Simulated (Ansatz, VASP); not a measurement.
## Zr: VASP beside Ansatz

```
CELL_PARAMETERS angstrom
-1.83968 1.83968 1.83968
1.83968 -1.83968 1.83968
1.83968 1.83968 -1.83968
ATOMIC_POSITIONS crystal
Zr 0.00000 0.00000 0.00000
```

Change from the starting cell: volume scaled by 1.05, PAW files.

Alike in both runs: task electric field gradients; functional PBE; k mesh 16 × 16 × 16; occupations fermi-dirac, width 0.03 eV; no spin polarisation.

|  | VASP | Ansatz |
| --- | --- | --- |
| version | VASP 6.6.1 | Ansatz 0.2.0 |
| potentials or method | VASP PAW PBE potentials, release 64 (Zr_sv) | PAW with Ansatz's default frozen-core files, scalar-relativistic |
| plane-wave cutoff (eV) | 520 | 420 |
| valence electrons in the cell | 12 | 12 |

|  | VASP | Ansatz | Ansatz less VASP |
| --- | --- | --- | --- |
| pressure (GPa) | -6.6 | -6.6 | -0.02 |
